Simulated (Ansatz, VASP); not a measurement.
# One calculation of PbW, two programs

```xyz
2
Lattice="0.0000 2.9375 2.9375 2.9375 0.0000 2.9375 2.9375 2.9375 0.0000" Properties=species:S:1:pos:R:3 pbc="T T T"
Pb    1.4688    1.4688    1.4688
W     0.0000    0.0000    0.0000
```

Change from the starting cell: species swapped into the GaP type (F-43m, No. 216).

Alike in both runs: task relaxation of cell and atoms; functional PBE; k mesh 6 × 6 × 6; occupations gaussian, width 0.1 eV; no spin polarisation.

```csv
,VASP,Ansatz
version,VASP 6.6.1,Ansatz 0.2.0
potentials or method,"VASP PAW PBE potentials, release 64 (Pb_d, W_sv), cutoff 600 eV","scalar-relativistic, plane waves, PAW"
valence electrons in the cell,28,28
```

Ansatz gave:

* gap on the k mesh at the Fermi level, each at its own relaxed structure (eV): none
* relaxed volume (Å³/atom): 31.54
* relaxed cell length with the largest relative difference (Å): 4.468

Task: Which values does VASP return?

Result: gap on the k mesh at the Fermi level, each at its own relaxed structure (eV): none; relaxed volume (Å³/atom): 31.53; relaxed cell length with the largest relative difference (Å): 4.468.

A gap of «none» marks a metal or a gap that the smearing closes.

Spin-orbit coupling is off throughout. Noted on VASP's run: the volume moved by over 15 % at a fixed basis, so the end points are rough.
